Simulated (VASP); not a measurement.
A run of VASP 6.6.1:

POSCAR

```
Zn4Se3S
1.0
    5.6510793434      0.0000000000      0.0000000000
    0.0000000000      5.6510793434      0.0000000000
    0.0000000000      0.0000000000      5.6510793434
S Zn Se
1 4 3
Direct
    0.0000000000      0.0000000000      0.0000000000
    0.7564764079      0.7564764079      0.7564764079
    0.2435235921      0.2435235921      0.7564764079
    0.2435235921      0.7564764079      0.2435235921
    0.7564764079      0.2435235921      0.2435235921
    0.5000000000      0.5000000000      0.0000000000
    0.5000000000      0.0000000000      0.5000000000
    0.0000000000      0.5000000000      0.5000000000
```

INCAR.step1

```
SYSTEM = Zn4Se3S
  ALGO = Normal
  EDIFF = 1E-4
  ENCUT = 520
  GGA = PE
  ISMEAR = 0
  LASPH = .True.
  LCHARG = .False.
  LREAL = .False.
  LWAVE = .True.
  NBANDS = 46
  NELM = 60
  PREC = Accurate
  SIGMA = 0.01
```

INCAR.step2

```
SYSTEM = Zn4Se3S
  ALGO = Normal
  EDIFF = 1E-6
  ENCUT = 520
  ISIF = 2
  ISMEAR = 0
  ISTART = 1
  LASPH = .True.
  LCHARG = .True.
  LELF = .True.
  LMIXTAU = .True.
  LREAL = .False.
  LVHAR = .True.
  LWAVE = .False.
  METAGGA = R2SCAN
  NBANDS = 46
  NELM = 60
  PREC = Accurate
  SIGMA = 0.01
```

KPOINTS

```
k-points
0
Gamma
  4 4 4
  0 0 0
```

Potentials or basis: VASP PAW PBE potentials, release 64 (S, Zn, Se).

Run with:

```bash
$ cat potpaw_PBE.64/S/POTCAR potpaw_PBE.64/Zn/POTCAR potpaw_PBE.64/Se/POTCAR > POTCAR
$ cp INCAR.step1 INCAR
$ mpirun -np 1 vasp_std > vasp.out
$ cp INCAR.step2 INCAR
$ mpirun -np 1 vasp_std > vasp.out
```

Hardware: 1 thread of Intel(R) Xeon(R) 6975P-C (Granite Rapids) (shared host).

Question: How long does it take, and how much memory?

Answer: It took 2.5 min on 1 thread of Intel(R) Xeon(R) 6975P-C (Granite Rapids), on a shared host, peak memory 0.32 GiB. Counts: k points 10.
